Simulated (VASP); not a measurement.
A run of VASP 6.6.1 is set up as follows.

File INCAR:

```
ALGO     = Normal         # electronic algorithm
EDIFF    = 1E-7           # SCF threshold, eV
EFERMI   = MIDGAP       
ENCUT    = 480            # plane-wave cutoff, eV
GGA_COMPAT= False        
ISMEAR   = 0              # smearing method
LASPH    = True           # aspherical terms in the spheres
LCHARG   = False          # write CHGCAR
LMIXTAU  = True         
LREAL    = False          # projectors in reciprocal space
LWAVE    = False          # write WAVECAR
METAGGA  = SCAN           # meta-GGA
NBANDS   = 22             # bands
NELM     = 120            # most SCF steps
PREC     = Accurate       # precision mode
SIGMA    = 0.03           # smearing width, eV
```

Contents of KPOINTS:

```
Automatic mesh
0
Gamma
  8 8 8
  0 0 0
```

File KPOINTS_OPT:

```
path GXWKGLUWLK,UX
32
line-mode
reciprocal
 0.0000000000  0.0000000000  0.0000000000  G
 0.5000000000  0.0000000000  0.5000000000  X

 0.5000000000  0.0000000000  0.5000000000  X
 0.5000000000  0.2500000000  0.7500000000  W

 0.5000000000  0.2500000000  0.7500000000  W
 0.3750000000  0.3750000000  0.7500000000  K

 0.3750000000  0.3750000000  0.7500000000  K
 0.0000000000  0.0000000000  0.0000000000  G

 0.0000000000  0.0000000000  0.0000000000  G
 0.5000000000  0.5000000000  0.5000000000  L

 0.5000000000  0.5000000000  0.5000000000  L
 0.6250000000  0.2500000000  0.6250000000  U

 0.6250000000  0.2500000000  0.6250000000  U
 0.5000000000  0.2500000000  0.7500000000  W

 0.5000000000  0.2500000000  0.7500000000  W
 0.5000000000  0.5000000000  0.5000000000  L

 0.5000000000  0.5000000000  0.5000000000  L
 0.3750000000  0.3750000000  0.7500000000  K

 0.6250000000  0.2500000000  0.6250000000  U
 0.5000000000  0.0000000000  0.5000000000  X
```

Contents of POSCAR:

```
SnTe
1.0
    0.0000000000      3.6111460000      3.6111460000
    3.6111460000      0.0000000000      3.6111460000
    3.6111460000      3.6111460000      0.0000000000
Te Sn
1 1
Direct
    0.2500000000      0.2500000000      0.2500000000
    0.0000000000      0.0000000000      0.0000000000
```

Potentials or basis: VASP PAW PBE potentials, release 64 (Te, Sn_d).

Launch:

```sh
$ cat potpaw_PBE.64/Te/POTCAR potpaw_PBE.64/Sn_d/POTCAR > POTCAR
$ mpirun -np 1 vasp_std > vasp.out
```

(1) Estimate the band gap along the path.

(2) Estimate the band gap on the k mesh.

(3) Estimate the pressure.

Answers

(1) 0.09 eV (least direct gap 0.82 eV).

(2) 0.09 eV (least direct gap 0.82 eV).

(3) -0.9 GPa.

Caveat: semilocal functionals underestimate gaps, and a narrow one can read as zero; the PAW data sets were made with another functional, which shifts forces and pressure a little; spin-orbit coupling is left out, which moves the levels of the heavy elements.
